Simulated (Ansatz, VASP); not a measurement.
# Two plane-wave programs on HfO2

```xyz
3
Lattice="0.0000 2.6854 2.6854 2.6854 0.0000 2.6854 2.6854 2.6854 0.0000" Properties=species:S:1:pos:R:3 pbc="T T T"
Hf    0.0000    0.0000    0.0000
O     1.3427    1.3427    1.3427
O     4.0281    4.0281    4.0281
```

Change from the starting cell: strain +0.050 along x and y, +0.050 along z, atoms carried along.

Alike in both runs: task single point; functional PBE; k mesh 8 × 8 × 8; occupations gaussian, width 0.05 eV; no spin polarisation.

|  | VASP | Ansatz |
| --- | --- | --- |
| version | VASP 6.6.1 | Ansatz 0.2.0 |
| potentials or method | VASP PAW PBE potentials, release 64 (Hf_pv, O), cutoff 520 eV | scalar-relativistic, plane waves, PAW |
| valence electrons in the cell | 22 | 38 |

Ansatz gave:

```
gap on the k mesh at the Fermi level (eV) : 3.34
least direct gap on the mesh (eV)         : 3.34
pressure (GPa)                            : -27.7
```

Problem. What did VASP give for the same quantities?

Solution. gap on the k mesh at the Fermi level (eV): 3.32; least direct gap on the mesh (eV): 3.32; pressure (GPa): -29.9.

The functional is the same, so the differences come from potentials, cutoffs and numerics. VASP's potentials hold 22 valence electrons a cell and Ansatz's 38, so a difference there can come from the potentials and not from the codes.

Spin-orbit coupling is off throughout.
